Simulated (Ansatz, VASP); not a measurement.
GaAs: VASP beside Ansatz

```xyz
2
Lattice="0.0000 2.9117 2.8268 2.9117 0.0000 2.8268 2.9117 2.9117 0.0000" Properties=species:S:1:pos:R:3 pbc="T T T"
Ga    0.0000    0.0000    0.0000
As    4.3675    4.3675    4.2403
```

Change from the starting cell: equal xx and yy strain of +3 %, crystal datasets.

Alike in both runs: task electric field gradients; functional PBE; k mesh 11 × 11 × 11; occupations fermi-dirac, width 0.05 eV; no spin polarisation.

|  | VASP | Ansatz |
| --- | --- | --- |
| version | VASP 6.6.1 | Ansatz 0.2.0 |
| potentials or method | VASP PAW PBE potentials, release 64 (Ga_d, As), cutoff 520 eV | all-electron PAW with datasets made for the crystal, scalar-relativistic |

|  | VASP | Ansatz | Ansatz less VASP |
| --- | --- | --- | --- |
| pressure (GPa) | -0.5 | -0.6 | -0.16 |
| traceless stress, the component that is largest in VASP (GPa) | 1.06 | 1.07 | +0.003 |
| size of Vzz on the site where it differs most (V/Å²) | 4.9 | 5.7 | +0.84 |

Ansatz ran all-electron here, and VASP with PAW potentials.
